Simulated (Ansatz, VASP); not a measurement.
**Mg2Ge3N: VASP beside Ansatz**

```
Mg Ge N
1.0
     5.09784    0.00000    0.00000
    -2.54892    4.41486    0.00000
     0.00000    0.00000    5.20808
Mg Ge N
2 3 1
Direct
  0.33333 0.66667 0.00000
  0.66667 0.33333 0.00000
  0.50000 0.00000 0.50000
  0.00000 0.50000 0.50000
  0.50000 0.50000 0.50000
  0.00000 0.00000 0.00000
```

Change from the starting cell: species swapped into the EuAl3Cu2 type (P6/mmm, No. 191).

Alike in both runs: functional PBE; k mesh 6 × 6 × 4; occupations gaussian, width 0.1 eV; no spin polarisation.

Ansatz relaxed the structure, and its values are those at the end. VASP's run is a single point on that final structure, the one shown.

```csv
,VASP,Ansatz
version,VASP 6.6.1,Ansatz 0.2.0
potentials or method,"VASP PAW PBE potentials, release 64 (Mg, Ge_d, N), cutoff 520 eV","scalar-relativistic, plane waves, PAW"
valence electrons in the cell,51,67
```

VASP gave:

```
gap on the k mesh at the Fermi level (eV) : none
pressure (GPa)                            : -0.3
```

Q: Estimate Ansatz's values.

A: gap on the k mesh at the Fermi level (eV): none; pressure (GPa): -0.2.

A gap of «none» marks a metal or a gap that the smearing closes. With one functional, cell and mesh, what is left measures potentials, basis and numerics. VASP's potentials hold 51 valence electrons a cell and Ansatz's 67, so a difference there can come from the potentials and not from the codes.
